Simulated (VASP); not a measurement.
# CuO (C2/c) in VASP: notebook, part 2 of 2

VASP 6.6.1. Earlier steps stand in the parts before.

## (3) Relaxation of shape and atoms at fixed volume, PBEsol (10.34 Å³/atom)

This run uses another cell than the first one, of 10.34 Å³/atom.

File INCAR:

```
SYSTEM = CuO
PREC     = Accurate       ! precision mode
ENCUT    = 600            ! plane-wave cutoff, eV
EDIFF    = 1E-7           ! SCF threshold, eV
ISMEAR   = 0              ! smearing method
SIGMA    = 0.1            ! smearing width, eV
LREAL    = .FALSE.        ! projectors in reciprocal space
LASPH    = .TRUE.         ! aspherical terms in the spheres
NELM     = 120            ! most SCF steps
ALGO     = Normal         ! electronic algorithm
ISIF     = 4              ! what is computed and relaxed
LWAVE    = .FALSE.        ! write WAVECAR
LCHARG   = .FALSE.        ! write CHGCAR
GGA      = PS             ! functional
IBRION   = 2              ! ionic algorithm
NSW      = 50             ! ionic steps
EDIFFG   = -0.01          ! ionic threshold
GGA_COMPAT= .FALSE.      
NELMIN   = 4            
KPAR     = 4
```

File KPOINTS:

```
Automatic mesh
0
G
  14 14 8
  0 0 0
```

File POSCAR:

```
CuO
1.0
    2.8647817092     -0.0153078775     -0.0039340950
    0.0235663282      2.8646939781     -0.0039100475
    0.0102421461      0.0101323073      5.0409473581
Cu O
2 2
Direct
    0.5000000000      0.0000000000      0.5000000000
    0.0000000000      0.5000000000      0.0000000000
    0.0002557345      0.9997387060      0.2500003705
    0.9997442655      0.0002612940      0.7499996295
```

Potentials or basis: VASP PAW PBE potentials, release 64 (Cu, O).

Run with:

```sh
> cat potpaw_PBE.64/Cu/POTCAR potpaw_PBE.64/O/POTCAR > POTCAR
> mpirun -np 4 vasp_std > vasp.out
```

OUTCAR:

```text
SYSTEM = CuO
   PREC = Accurate
   ENCUT = 600
   EDIFF = 1E-7
   ISMEAR = 0
   LREAL = .FALSE.
   LASPH = .TRUE.
   NELM = 120
   ISIF = 4
   GGA = PS
   IBRION = 2
   NSW = 50
   EDIFFG = -0.01
   NELMIN = 4

 ion  position               nearest neighbor table
   1  0.500  0.000  0.500-   3 1.91   4 1.91   4 1.91   3 1.91
   2  0.000  0.500  0.000-   4 1.91   3 1.91   4 1.91   3 1.91
   3  0.000  1.000  0.250-   2 1.91   1 1.91   2 1.91   1 1.91
   4  1.000  0.000  0.750-   2 1.91   1 1.91   2 1.91   1 1.91

  LATTYP: Found a base centered monoclinic cell.
 ALAT       =     4.0572918389
 B/A-ratio  =     0.9971194163
 C/A-ratio  =     1.5956098937
 COS(beta)  =    -0.6274396066
[... 300 lines left out ...]
--------------------------------------- Ionic step        4  -------------------------------------------

 number of electron      33.9999950 magnetization

 Free energy of the ion-electron system (eV)
  ---------------------------------------------------
  ext. energy  EPLUGINS =         0.00000000
  ---------------------------------------------------
  free energy    TOTEN  =       -21.46039304 eV

  energy without entropy =      -21.44774284  energy(sigma->0) =      -21.45406794

 E-fermi :   5.6176     XC(G=0): -11.9849

 val. band max:        5.6167660553   @ k =  -0.2143   0.0714   0.1250
 cond. band min:       5.6179268038   @ k =  -0.0714   0.2143   0.1250
 fundamental gap:      0.0011607484
 Fermi energy:         5.6175518212

 k-point     1 :       0.0000    0.0000    0.0000
  band No.  band energies     occupation
      1     -14.7176      2.00000
      2     -13.2640      2.00000
      3      -3.2366      2.00000
      4      -0.2681      2.00000
      5      -0.2622      2.00000
      6       1.4772      2.00000
[... 565 lines left out ...]
     20      11.0634      0.00000
     21      14.6465      0.00000

 [... further k-points ...]
[... 5 lines left out ...]
  --------------------------------------------------------------------------------------
  -------------------------------------------------------------------------------------
  Total        1.4204761      1.4204798      1.4237784     -0.0013723      0.0003418      0.0003284
  in kB       55.0099310     55.0100715     55.1378165     -0.0531453      0.0132383      0.0127190
  external PRESSURE =      55.0526063 kB  Pullay stress =       0.0000000 kB
[... 19 lines left out ...]
  FREE ENERGIE OF THE ION-ELECTRON SYSTEM (eV)
  ---------------------------------------------------
  free  energy   TOTEN  =       -21.4603930353 eV

  energy  without entropy=      -21.4477428419  energy(sigma->0) =      -21.45406794

 reached required accuracy - stopping structural energy minimisation
```

CONTCAR:

```text
CuO
   1.00000000000000
     2.8483436130022555   -0.0153477871050003   -0.0039576965693187
     0.0233033625282112    2.8482559041820785   -0.0039316849245032
     0.0102213355580591    0.0101145599289678    5.0992992094625427
  Cu              O
     2     2
Direct
     0.5000000000000000    0.0000000000000000    0.5000000000000000
     0.0000000000000000    0.5000000000000000    0.0000000000000000
     0.0002720814093183    0.9997223590890931    0.2500003705008650
     0.9997279185906817    0.0002776409109068    0.7499996294991349

  0.00000000E+00  0.00000000E+00  0.00000000E+00
  0.00000000E+00  0.00000000E+00  0.00000000E+00
  0.00000000E+00  0.00000000E+00  0.00000000E+00
  0.00000000E+00  0.00000000E+00  0.00000000E+00
```

Run time: 98 s. Hardware: 4 MPI ranks of Intel Xeon 6975P-C (Granite Rapids), shared host; peak memory 0.48 GiB.

What came out:

* Free energy: -21.4604 eV
* Energy gained by relaxing: 1.0 meV/atom
* Ionic steps: 4
* Pressure after relaxing: 5.5 GPa
* Band gap on the k mesh: zero (bands 17 and 18 overlap by 1.19 eV)

The path:
| step | energy change (eV) | largest force (eV/Å) | pressure (GPa) | volume (Å³) |
| --- | --- | --- | --- | --- |
| 1 | 0.0000 | 0.0007 | 6.42 | 41.37 |
| 2 | -0.0030 | 0.0001 | 5.99 | 41.37 |
| 3 | -0.0039 | 0.0006 | 5.36 | 41.37 |
| 4 | -0.0040 | 0.0004 | 5.51 | 41.37 |

Final structure:
```cif
data_structure
_symmetry_space_group_name_H-M 'P 1'
_symmetry_Int_Tables_number 1
_cell_length_a 2.8484
_cell_length_b 2.8484
_cell_length_c 5.0993
_cell_angle_alpha 89.965
_cell_angle_beta 89.965
_cell_angle_gamma 89.840
_cell_volume 41.37
loop_
_atom_site_label
_atom_site_type_symbol
_atom_site_fract_x
_atom_site_fract_y
_atom_site_fract_z
_atom_site_occupancy
Cu1 Cu 0.50000 0.00000 0.50000 1
Cu2 Cu 0.00000 0.50000 0.00000 1
O1 O 0.00027 0.99972 0.25000 1
O2 O 0.99973 0.00028 0.75000 1
```

Levels at points of the mesh, in eV from the Fermi level:
| k point | band 13 | band 14 | band 15 | band 16 | band 17 | band 18 | band 19 | band 20 | band 21 |
| --- | --- | --- | --- | --- | --- | --- | --- | --- | --- |
| (0.00, 0.00, 0.00) | -2.62 | -2.57 | -2.48 | -2.14 | 0.69 | 0.69 | 1.54 | 6.08 | 7.49 |
| (0.50, 0.00, 0.00) | -2.42 | -2.07 | -1.70 | -1.62 | 0.22 | 0.45 | 3.35 | 6.09 | 6.70 |
| (0.50, 0.50, 0.00) | -2.51 | -2.51 | -1.68 | -1.26 | -1.26 | 1.22 | 1.84 | 7.09 | 10.08 |
| (0.00, 0.00, 0.50) | -2.52 | -2.52 | -1.66 | -1.66 | 0.06 | 0.06 | 3.61 | 3.61 | 11.71 |
| (0.50, 0.00, 0.50) | -2.58 | -2.56 | -2.17 | -1.95 | -0.11 | 0.70 | 4.12 | 6.05 | 8.32 |
| (0.50, 0.50, 0.50) | -2.13 | -2.13 | -1.50 | -1.50 | -0.50 | -0.50 | 3.79 | 3.79 | 11.16 |

Caveat: the PAW data sets were made with another functional, which shifts forces and pressure a little; semilocal functionals often make such compounds metallic where correlation or magnetic order opens a gap, which also shifts bond lengths. With open d or f shells a metallic result of PBEsol can be an artefact of self-interaction; +U or a hybrid may open a gap.
